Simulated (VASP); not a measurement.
Set up this calculation in VASP 6.6.1, as the native input.

```yaml
Task: density of states
Functional: PBE
Potentials_or_basis: VASP PAW PBE potentials, release 64 (Sr_sv, Cl)
Cutoff: 520 eV
k_mesh: 6 × 6 × 6
Occupations: fermi-dirac, width 0.0767 eV
Spin: no spin polarisation
Dipole_correction: no
k_mesh_for_the_DOS: 9 × 9 × 9
Occupations_for_the_DOS: tetrahedron
Further_INCAR_settings: ALGO = Normal; EDIFF = 1e-06
```

Crystal: SrCl2.

```
CELL_PARAMETERS angstrom
0.00000 3.50550 3.50550
3.50550 0.00000 3.50550
3.50550 3.50550 0.00000
ATOMIC_POSITIONS crystal
Sr 0.00000 0.00000 0.00000
Cl 0.25000 0.25000 0.25000
Cl 0.75000 0.75000 0.75000
```

One way to write it, as run:

POSCAR

```
SrCl2
1.0
    0.0000000000      3.5054959200      3.5054959200
    3.5054959200      0.0000000000      3.5054959200
    3.5054959200      3.5054959200      0.0000000000
Sr Cl
1 2
Direct
    0.0000000000      0.0000000000      0.0000000000
    0.2500000000      0.2500000000      0.2500000000
    0.7500000000      0.7500000000      0.7500000000
```

INCAR.step1

```
  ALGO = Normal
  EDIFF = 1E-6
  ENCUT = 520
  GGA = PE
  ISIF = 2
  ISMEAR = -1
  LASPH = True
  LCHARG = True
  LREAL = False
  LWAVE = False
  NBANDS = 19
  NELM = 60
  PREC = Accurate
  SIGMA = 0.0767
```

KPOINTS.step1

```
k-points
0
Gamma
  6 6 6
```

INCAR.step2

```
  ALGO = Normal
  EDIFF = 1E-6
  ENCUT = 520
  GGA = PE
  ICHARG = 11
  ISIF = 2
  ISMEAR = -5
  LASPH = True
  LCHARG = False
  LORBIT = 11
  LREAL = False
  LWAVE = False
  NEDOS = 2001
  NELM = 60
  PREC = Accurate
  SIGMA = 0.0767
```

KPOINTS.step2

```
k-points
0
Gamma
  9 9 9
```

Potentials or basis: VASP PAW PBE potentials, release 64 (Sr_sv, Cl).

Run with:

```bash
$ cat potpaw_PBE.64/Sr_sv/POTCAR potpaw_PBE.64/Cl/POTCAR > POTCAR
$ cp INCAR.step1 INCAR
$ cp KPOINTS.step1 KPOINTS
$ mpirun -np 1 vasp_std > vasp.out
$ cp INCAR.step2 INCAR
$ cp KPOINTS.step2 KPOINTS
$ mpirun -np 1 vasp_std > vasp.out
```

It gave:

```
Valence electrons inside the program's atomic spheres : Sr 7.92; Cl 5.17
```

Run time: 66 s on 1 thread of AMD EPYC 7R13 Processor (Zen 3), on a shared host, peak memory 0.21 GiB.
